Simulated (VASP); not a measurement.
Wanted: the native input for a VASP 6.6.1 run.

```
Task                   : single point
Functional             : PBEsol
Potentials or basis    : VASP PAW PBE potentials, release 64 (Sc_sv)
Cutoff                 : 520 eV
k mesh                 : 18 × 18 × 18
Occupations            : gaussian, width 0.15 eV
Spin                   : no spin polarisation
Dipole correction      : no
Further INCAR settings : ALGO = Normal; EDIFF = 1e-06; NBANDS = 12
```

The structure of Sc lies in POSCAR:

```
Sc
1.0
    0.0000000000      2.1569750000      2.2137375000
    2.1569750000      0.0000000000      2.2137375000
    2.1569750000      2.1569750000      0.0000000000
Sc
1
Direct
    0.0000000000      0.0000000000      0.0000000000
```

This cell differs from its parent crystal: strain -0.050 along x and y, -0.025 along z.

One way to write it, as run:

INCAR

```
PREC = Accurate ; ENCUT = 520
EDIFF = 1E-6 ; ISMEAR = 0
SIGMA = 0.15 ; LREAL = False
LASPH = True ; NELM = 80
ALGO = Normal ; ISIF = 2
LWAVE = False ; LCHARG = True
GGA = PS ; LELF = True
LVHAR = True ; NBANDS = 12
```

KPOINTS

```
regular mesh
0
Gamma
  18 18 18
```

Potentials or basis: VASP PAW PBE potentials, release 64 (Sc_sv).

Command:

```bash
$ cat potpaw_PBE.64/Sc_sv/POTCAR > POTCAR
$ mpirun -np 1 vasp_std > vasp.out
```

Results of the run:

```
Pressure : 9.1 GPa
```

Caveat: the cell differs from its parent crystal (strain -0.050 along x and y, -0.025 along z); the PAW data sets were made with another functional, which shifts forces and pressure a little.

Wall time 70 s on 1 thread of Intel Xeon 6975P-C, with other jobs on the host, peak memory 0.23 GiB.
